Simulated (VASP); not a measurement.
# SnSe2: single point with PBEsol

SnSe2:

```
CELL_PARAMETERS angstrom
3.72168 0.00000 0.00000
-1.86084 3.22307 0.00000
0.00000 0.00000 5.32881
ATOMIC_POSITIONS crystal
Sn 0.00000 0.00000 0.00000
Se 0.33333 0.66667 0.29727
Se 0.66667 0.33333 0.70273
```

```
Program                : VASP 6.6.1
Task                   : single point
Functional             : PBEsol
Potentials or basis    : VASP PAW PBE potentials, release 64 (Sn_d, Se)
Cutoff                 : 520 eV
k mesh                 : 7 × 7 × 4
Occupations            : gaussian, width 0.01 eV
Spin                   : no spin polarisation
Dipole correction      : no
Further INCAR settings : ALGO = Normal; EDIFF = 1e-06; NBANDS = 20
```

* Pressure: 10.2 GPa
* Largest force: 0.028 eV/Å
* Band gap on the k mesh: zero (band 13 reaches 7.08 eV, above the bottom of band 14 at 6.54 eV)

Forces in eV/Å, atoms in the order of the input:
```
Sn   0.000  0.000  0.000
Se   0.000  0.000  0.028
Se   0.000  0.000 -0.028
```

Levels at points of the mesh, in eV from the Fermi level:
| k point | band 11 | band 12 | band 13 | band 14 | band 15 | band 16 |
| --- | --- | --- | --- | --- | --- | --- |
| (0.00, 0.00, 0.00) | -1.12 | -1.12 | -0.12 | 0.66 | 2.79 | 4.48 |
| (0.00, 0.00, 0.50) | -1.70 | -0.56 | -0.56 | 2.45 | 3.02 | 3.43 |

It took 15 s on 1 thread of Intel(R) Xeon(R) 6975P-C (Granite Rapids), with other jobs on the host, peak memory 0.18 GiB.

Caveat: the PAW data sets were made with another functional, which shifts forces and pressure a little; spin-orbit coupling is left out, which moves the levels of the heavy elements.
